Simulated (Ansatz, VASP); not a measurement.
# KCl in VASP and in Ansatz

POSCAR

```
KCl
1.0
    0.0000000000      3.2823440000      3.2823440000
    3.2823440000      0.0000000000      3.2823440000
    3.2823440000      3.2823440000      0.0000000000
K Cl
1 1
Direct
    0.0000000000      0.0000000000      0.0000000000
    0.5000000000      0.5000000000      0.5000000000
```

INCAR.step1

```
ALGO = Normal
EDIFF = 1E-5
ENCUT = 550
GGA = PE
GGA_COMPAT = F
ISMEAR = 0
LASPH = T
LCHARG = F
LREAL = F
LWAVE = T
NBANDS = 15
NELM = 120
PREC = Accurate
SIGMA = 0.05
```

Contents of INCAR.step2:

```
ALGO = Normal
EDIFF = 1E-6
ENCUT = 550
GGA_COMPAT = F
ISIF = 2
ISMEAR = 0
ISTART = 1
LASPH = T
LCHARG = F
LMIXTAU = T
LREAL = F
LWAVE = F
METAGGA = R2SCAN
NBANDS = 15
NELM = 120
PREC = Accurate
SIGMA = 0.05
```

KPOINTS

```
k-points
0
Gamma
  6 6 6
```

Input for Ansatz:

```yaml
crystal:
  lattice:
    - [0.0, 3.282344, 3.282344]
    - [3.282344, 0.0, 3.282344]
    - [3.282344, 3.282344, 0.0]
  atoms:
    - { symbol: K, position: [0.0, 0.0, 0.0] }
    - { symbol: Cl, position: [0.5, 0.5, 0.5] }
basis:
  ecutwfc: 500
kpoints:
  mp_grid: { grid: [6, 6, 6] }
hamiltonian:
  xc: r2scan
scf:
  occupations: { method: gaussian, width: 0.05 }
output:
  forces: true
  stress: true
  eigenvalues: true
```

Change from the starting cell: strain +0.040 along x and y, +0.040 along z, atoms carried along.

Alike in both runs: task single point; functional r2SCAN; k mesh 6 × 6 × 6; occupations gaussian, width 0.05 eV; no spin polarisation.

|  | VASP | Ansatz |
| --- | --- | --- |
| version | VASP 6.6.1 | Ansatz 0.2.0 |
| potentials or method | VASP PAW PBE potentials, release 64 (K_sv, Cl), cutoff 550 eV | scalar-relativistic, plane waves, PAW |
| valence electrons in the cell | 16 | 16 |

|  | VASP | Ansatz | Ansatz less VASP |
| --- | --- | --- | --- |
| gap on the k mesh at the Fermi level (eV) | 5.41 | 5.41 | -0.003 |
| least direct gap on the mesh (eV) | 5.41 | 5.41 | -0.003 |
| pressure (GPa) | -1.8 | -1.8 | +0.02 |

VASP's potentials were made for PBE, not for r2SCAN.
